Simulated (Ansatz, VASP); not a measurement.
K3Zr2S in VASP and in Ansatz

```xyz
6
Lattice="4.1540 0.0000 0.0000 -2.0770 3.5974 0.0000 0.0000 0.0000 10.1679" Properties=species:S:1:pos:R:3 pbc="T T T"
K     0.0000    2.3983    1.6869
K     2.0770    1.1991    8.4810
K     0.0000    0.0000    5.0840
Zr    0.0000    2.3983    6.6701
Zr    2.0770    1.1991    3.4978
S     0.0000    0.0000    0.0000
```

Change from the starting cell: species swapped into the CaSm2S3 type (P-3m1, No. 164).

Alike in both runs: task relaxation of cell and atoms; functional PBE; k mesh 6 × 6 × 2; occupations gaussian, width 0.1 eV; no spin polarisation.

|  | VASP | Ansatz |
| --- | --- | --- |
| version | VASP 6.6.1 | Ansatz 0.2.0 |
| potentials or method | VASP PAW PBE potentials, release 64 (K_sv, Zr_sv, S), cutoff 600 eV | scalar-relativistic, plane waves, PAW |
| valence electrons in the cell | 57 | 57 |

```csv
,VASP,Ansatz,Ansatz less VASP
"gap on the k mesh at the Fermi level, each at its own relaxed structure (eV)",none,none,-
relaxed volume (Å³/atom),34.60,34.60,+0.003
relaxed length of the cell vector where the two differ most in proportion (Å),8.518,8.613,+0.0948
```

A gap of «none» marks a metal or a gap that the smearing closes.

Noted on VASP's run: the volume moved by over 15 % at a fixed basis, so the end points are rough.
